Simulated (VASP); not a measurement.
Set up this calculation in VASP 6.6.1, as the native input.

| Quantity | Value |
| --- | --- |
| Task | single point |
| Functional | PBE |
| Potentials or basis | VASP PAW PBE potentials, release 64 (Si, O) |
| Cutoff | 520 eV |
| k mesh | 2 × 2 × 2 |
| Occupations | gaussian, width 0.02 eV |
| Spin | no spin polarisation |
| Dipole correction | no |
| Further INCAR settings | LREAL = Auto; ALGO = Normal; EDIFF = 1e-06; NBANDS = 49 |

The structure of Si16O (a cell with a defect) lies in POSCAR:

```
Si16O
1.0
    0.0000000000      5.4700937548     -5.4700937548
    5.4700937548      5.4700937548      0.0000000000
    5.4700937548      0.0000000000     -5.4700937548
Si O
16 1
Direct
    0.1657629451      0.1321073964      0.1235710930
    0.1253311967      0.6292461470      0.1170532516
    0.6362049034      0.0862685250      0.1016927098
    0.6245245670      0.6032908453      0.0993915777
    0.1313065906      0.1251080330      0.6294014149
    0.1309761306      0.6284051017      0.6127283608
    0.6303623863      0.1266604931      0.6176442764
    0.6273748766      0.6249688086      0.6049445217
    0.2525704933      0.7566872093      0.2380137214
    0.2790100249      0.2572769123      0.2555880553
    0.7498209922      0.7162590075      0.2315225296
    0.7956262661      0.2459906762      0.2527097536
    0.2533287573      0.7508925323      0.7423624166
    0.2568673838      0.2543199490      0.7501428406
    0.7568290132      0.7504810521      0.7254931675
    0.7551469278      0.2514559754      0.7366985600
   -0.1870525645      0.0697761215      0.1765708648
```

These files were run (other wordings do the same):

INCAR

```
SYSTEM = Si16O
ALGO     = Normal         ! electronic algorithm
EDIFF    = 1E-6           ! SCF threshold, eV
ENCUT    = 520            ! plane-wave cutoff, eV
GGA      = PE             ! functional
ISIF     = 2              ! what is computed and relaxed
ISMEAR   = 0              ! smearing method
LASPH    = .True.         ! aspherical terms in the spheres
LCHARG   = .False.        ! write CHGCAR
LREAL    = Auto         
LWAVE    = .False.        ! write WAVECAR
NBANDS   = 49             ! bands
NELM     = 60             ! most SCF steps
PREC     = Accurate       ! precision mode
SIGMA    = 0.02           ! smearing width, eV
```

KPOINTS

```
k-points
0
Gamma
  2 2 2
  0 0 0
```

Potentials or basis: VASP PAW PBE potentials, release 64 (Si, O).

The run is started by

```console
$ cat potpaw_PBE.64/Si/POTCAR potpaw_PBE.64/O/POTCAR > POTCAR
$ mpirun -np 1 vasp_std > vasp.out
```

It gave:

| Quantity | Value |
| --- | --- |
| Pressure | 2.4 GPa |
| Largest force | 0.053 eV/Å |
| Band gap on the k mesh | 0.51 eV |

Caveat: the k points lie up to 0.50 Å⁻¹ apart.

Wall time 4.4 min on 1 thread of Intel(R) Xeon(R) Platinum 8375C CPU @ 2.90GHz (Ice Lake) (shared host), peak memory 0.48 GiB.
